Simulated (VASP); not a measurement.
# PbS in VASP: notebook, part 2 of 2

VASP 6.6.1. The steps go on from the part before.

## (3) Single point, PBE

The input, INCAR:

```
SYSTEM = PbS
PREC = Accurate
ENCUT = 500
EDIFF = 1E-6
ISMEAR = 0
SIGMA = 0.2
LREAL = .False.
LASPH = .True.
NELM = 120
ALGO = Normal
ISIF = 2
LWAVE = .False.
LCHARG = .True.
GGA = PE
LELF = .True.
LVHAR = .True.
NBANDS = 17
GGA_COMPAT = .False.
```

The input, KPOINTS:

```
regular mesh
0
Gamma
  7 7 7
  0 0 0
```

The input, POSCAR:

```
PbS
1.0
    0.0000000000      2.9650000000      2.9650000000
    2.9650000000      0.0000000000      2.9650000000
    2.9650000000      2.9650000000      0.0000000000
Pb S
1 1
Direct
    0.0000000000      0.0000000000      0.0000000000
    0.5000000000      0.5000000000      0.5000000000
```

Potentials or basis: VASP PAW PBE potentials, release 64 (Pb_d, S).

The run is started by

```bash
cat potpaw_PBE.64/Pb_d/POTCAR potpaw_PBE.64/S/POTCAR > POTCAR
mpirun -np 1 vasp_std > vasp.out
```

OUTCAR:

```text
SYSTEM = PbS
   PREC = Accurate
   ENCUT = 500
   EDIFF = 1E-6
   ISMEAR = 0
   LREAL = .False.
   LASPH = .True.
   NELM = 120
   ISIF = 2
   GGA = PE

 ion  position               nearest neighbor table
   1  0.000  0.000  0.000-   2 2.96   2 2.96   2 2.96   2 2.96   2 2.96   2 2.96
   2  0.500  0.500  0.500-   1 2.96   1 2.96   1 2.96   1 2.96   1 2.96   1 2.96

  LATTYP: Found a face centered cubic cell.
 ALAT       =     5.9300000000

  Lattice vectors:

 A1 = (   0.0000000000,   2.9650000000,   2.9650000000)
 A2 = (   2.9650000000,   0.0000000000,   2.9650000000)
 A3 = (   2.9650000000,   2.9650000000,   0.0000000000)

Analysis of symmetry for initial positions (statically):
=====================================================================
 Subroutine PRICEL returns:
 Original cell was already a primitive cell.

 Routine SETGRP: Setting up the symmetry group for a
 face centered cubic supercell.

 Subroutine GETGRP returns: Found 48 space group operations
 (whereof 48 operations were pure point group operations)
 out of a pool of 48 trial point group operations.

The static configuration has the point symmetry O_h .

Analysis of symmetry for dynamics (positions and initial velocities):
=====================================================================
 Subroutine PRICEL returns:
 Original cell was already a primitive cell.

 Routine SETGRP: Setting up the symmetry group for a
 face centered cubic supercell.

 Subroutine GETGRP returns: Found 48 space group operations
 (whereof 48 operations were pure point group operations)
 out of a pool of 48 trial point group operations.

The dynamic configuration has the point symmetry O_h .

 Subroutine INISYM returns: Found 48 space group operations
 (whereof 48 operations are pure point group operations),
 and found     1 'primitive' translations

----------------------------------------------------------------------------------------

                                     Primitive cell
[... 104 lines left out ...]
   IMIX   =      4    mixing-type and parameters
     AMIX     =   0.40;   BMIX     =  1.00
     AMIX_MAG =   1.60;   BMIX_MAG =  1.00
  volume/ion in A,a.u.               =      26.07       175.90
  Fermi-wavevector in a.u.,A,eV,Ry     =   1.189552  2.247928 19.252709  1.415034
  Thomas-Fermi vector in A             =   2.325657
   LORBIT       =      0    0 simple, 1 ext, 2 COOP (PROOUT), +10 PAW based schemes
   GGA     = PE    functional components
   LHFCALC =     F    Hartree Fock is set to
   AEXX    =    0.0000 exact exchange contribution
   IVDW    =     0    specifies the selected vdW correction
   LEPSILON=     F    determine dielectric tensor
   LRPA    =     F    only Hartree local field effects (RPA)
 non-spin polarized calculation
 Gauss-broadening in eV      SIGMA  =   0.20
  energy-cutoff  :      500.00
  volume of cell :       52.13
 maximum number of plane-waves:      1363
   NGX = 15   NGY = 15   NGZ = 15

 number of electron      19.9999998 magnetization

 Free energy of the ion-electron system (eV)
  ---------------------------------------------------
  ext. energy  EPLUGINS =         0.00000000
  ---------------------------------------------------
  free energy    TOTEN  =        -8.75719736 eV

  energy without entropy =       -8.75717919  energy(sigma->0) =       -8.75718827

 E-fermi :   6.0482     XC(G=0):  -9.6871

 val. band max:        5.5719629092   @ k =   0.4286   0.0000   0.0000
 cond. band min:       6.5244469551   @ k =   0.4286   0.0000   0.0000
 fundamental gap:      0.9524840459
 Fermi energy:         6.0482325216

 k-point     1 :       0.0000    0.0000    0.0000
  band No.  band energies     occupation
      1     -10.9945      2.00000
      2     -10.9945      2.00000
      3     -10.9945      2.00000
      4     -10.9781      2.00000
      5     -10.9781      2.00000
      6      -7.7740      2.00000
[... 377 lines left out ...]
      4     -10.9681      2.00000
      5     -10.9368      2.00000
      6      -6.0983      2.00000
[... 9 lines left out ...]
     16      17.5609      0.00000
     17      18.1744      0.00000

------------------------ aborting loop because EDIFF is reached ----------------------------------------

  FORCE on cell =-STRESS in cart. coord.  units (eV):
  Direction    XX          YY          ZZ          XY          YZ          ZX
  --------------------------------------------------------------------------------------
  -------------------------------------------------------------------------------------
  Total        0.6969911      0.6969911      0.6969911      0.0000000     -0.0000000      0.0000000
  in kB       21.4207019     21.4207019     21.4207019      0.0000000     -0.0000000      0.0000000
  external PRESSURE =      21.4207019 kB  Pullay stress =       0.0000000 kB

 VOLUME and BASIS-vectors are now :
 -----------------------------------------------------------------------------
  energy-cutoff  :      500.00
  volume of cell :       52.13
      direct lattice vectors                 reciprocal lattice vectors
     0.000000000  2.965000000  2.965000000    -0.168634064  0.168634064  0.168634064
     2.965000000  0.000000000  2.965000000     0.168634064 -0.168634064  0.168634064
     2.965000000  2.965000000  0.000000000     0.168634064  0.168634064 -0.168634064

 POSITION                                       TOTAL-FORCE (eV/Angst)
 -----------------------------------------------------------------------------------
      0.00000      0.00000      0.00000         0.000000      0.000000     -0.000000
      2.96500      2.96500      2.96500         0.000000      0.000000      0.000000
 -----------------------------------------------------------------------------------
    total drift:                                0.000000     -0.000000     -0.000000

  FREE ENERGIE OF THE ION-ELECTRON SYSTEM (eV)
  ---------------------------------------------------
  free  energy   TOTEN  =        -8.7571973556 eV

  energy  without entropy=       -8.7571791918  energy(sigma->0) =       -8.75718827
```

Run time: 7 s. Hardware: 1 thread of Intel Xeon 6975P-C (Granite Rapids), shared host; peak memory 0.17 GiB.

What came out:

| Item | Value |
| --- | --- |
| Free energy | -8.7572 eV |
| Pressure | 2.1 GPa |

Caveat: this odd mesh misses L, so gap, dielectric constants and Born charges aren't listed; spin-orbit coupling is left out, which moves the levels of the heavy elements.

## (4) Single point, PBE

The input, INCAR:

```
SYSTEM = PbS
PREC = Accurate
ENCUT = 500
EDIFF = 1E-6
ISMEAR = -5
SIGMA = 0.1
LREAL = .False.
LASPH = .True.
NELM = 120
ALGO = Normal
ISIF = 2
LWAVE = .False.
LCHARG = .False.
GGA = PE
NBANDS = 17
GGA_COMPAT = .False.
```

KPOINTS is that of step 3.

POSCAR is that of step 3.

The run is started by

```bash
cat potpaw_PBE.64/Pb_d/POTCAR potpaw_PBE.64/S/POTCAR > POTCAR
mpirun -np 1 vasp_std > vasp.out
```

Wall time 6.3 s (1 thread of Intel Xeon 6975P-C (Granite Rapids), shared host); peak memory 0.18 GiB.

It converged, with:

```yaml
Free_energy: -8.7572 eV
Pressure: 2.1 GPa
```

Levels at points of the mesh, in eV from the Fermi level:
```tsv
k point	band 7	band 8	band 9	band 10	band 11	band 12	band 13	band 14
(0.00, 0.00, 0.00)	-5.78	-1.93	-1.93	-1.93	5.47	5.47	5.47	6.98
```

Caveat: this odd mesh misses L, so gap, dielectric constants and Born charges aren't listed; spin-orbit coupling is left out, which moves the levels of the heavy elements.

## (5) Single point, PBE (z stretched by +1 % at fixed volume)

The input, INCAR:

```
  PREC = Accurate
  ENCUT = 500
  EDIFF = 1E-6
  ISMEAR = -1
  SIGMA = 0.01
  LREAL = F
  LASPH = T
  NELM = 120
  ALGO = Normal
  ISIF = 2
  LWAVE = F
  LCHARG = F
  GGA = PE
  NBANDS = 17
  GGA_COMPAT = F
```

The input, KPOINTS:

```
Automatic mesh
0
Gamma
  7 7 7
```

The input, POSCAR:

```
PbS
1.0
    0.0000000000      2.9502852689      2.9946500000
    2.9502852689      0.0000000000      2.9946500000
    2.9502852689      2.9502852689      0.0000000000
Pb S
1 1
Direct
    0.0000000000      0.0000000000      0.0000000000
    0.5000000000      0.5000000000      0.5000000000
```

The run is started by

```bash
cat potpaw_PBE.64/Pb_d/POTCAR potpaw_PBE.64/S/POTCAR > POTCAR
mpirun -np 1 vasp_std > vasp.out
```

It took 12 s on 1 thread of Intel Xeon 6975P-C (Granite Rapids), shared host; peak memory 0.19 GiB.

Results (log left out):

```yaml
Free_energy: -8.7541 eV
Pressure: 2.2 GPa
Band_gap_on_the_k_mesh: 0.95 eV
```

Stress tensor (GPa, compression positive):
```
2.81 0.00 0.00
0.00 2.81 0.00
0.00 0.00 0.92
```

Levels at points of the mesh, in eV from the valence-band top:
```
           k point  band 8  band 9  band 10  band 11  band 12  band 13
(0.00, 0.00, 0.00)   -1.96   -1.96    -1.84     5.25     5.59     5.59
```

Caveat: spin-orbit coupling is left out, which moves the levels of the heavy elements; an odd mesh through Γ misses points on the zone boundary, where band edges can lie.

## (6) Overview

```csv
cell,smearing,pressure (GPa)
"a = 4.193 Å, angles 60.0°, 2 atoms",methfessel-paxton 0.132 eV,2.1
"a = 4.193 Å, angles 60.0°, 2 atoms",gaussian 0.2 eV,2.1
"a = 4.193 Å, angles 60.0°, 2 atoms",tetrahedron,2.1
"a = 4.204, b = 4.204, c = 4.172 Å, angles 60.2, 60.2, 59.5°, 2 atoms",fermi-dirac 0.01 eV,2.2
```

Alike in all rows: task single point; level PBE; potentials or basis VASP PAW PBE potentials, release 64 (Pb_d, S); no spin polarisation; k mesh 7 × 7 × 7; cutoff (eV) 500.

Caveats: spin-orbit coupling is left out, which moves the levels of the heavy elements; an odd mesh through Γ misses points on the zone boundary, where band edges can lie (at least some runs).

Total energies depend on the potentials used, so only differences within one code and one set of settings carry meaning.
